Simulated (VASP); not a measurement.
Here is a VASP 6.6.1 calculation.

Contents of INCAR:

```
PREC = Accurate
ENCUT = 520
EDIFF = 1E-6
ISMEAR = 0
SIGMA = 0.05
LREAL = F
LASPH = T
NELM = 80
ALGO = Normal
ISIF = 2
LWAVE = F
LCHARG = T
GGA = PS
LELF = T
LVHAR = T
NBANDS = 20
```

Contents of KPOINTS:

```
Automatic mesh
0
Gamma
  12 12 6
```

Contents of POSCAR:

```
SnSe2
1.0
    3.8109987816      0.0000000000      0.0000000000
   -1.9054993908      3.7334370934      0.0000000000
    0.0000000000      0.0000000000      6.1370000000
Sn Se
1 2
Direct
    0.0000000000      0.0000000000      0.0000000000
    0.3333333333      0.6666666667      0.2500000000
    0.6666666667      0.3333333333      0.7500000000
```

Potentials or basis: VASP PAW PBE potentials, release 64 (Sn_d, Se).

Run with:

```sh
$ cat potpaw_PBE.64/Sn_d/POTCAR potpaw_PBE.64/Se/POTCAR > POTCAR
$ mpirun -np 1 vasp_std > vasp.out
```

Problem. What does it give for the pressure?

Solution. -4.4 GPa.

Problem. Predict the largest force.

Solution. 0.174 eV/Å.

Forces on the atoms (eV/Å):
```
Sn   0.000  0.000  0.000
Se   0.000  0.092 -0.147
Se   0.000 -0.092  0.147
```

Caveat: the cell differs from its parent crystal (strain +0.1312 x Voigt [0, 1, 0, 0, 0, 0]); the PAW data sets were made with another functional, which shifts forces and pressure a little; this functional lacks dispersion, which binds the layers, so the pressure and a relaxed spacing across them are unreliable.
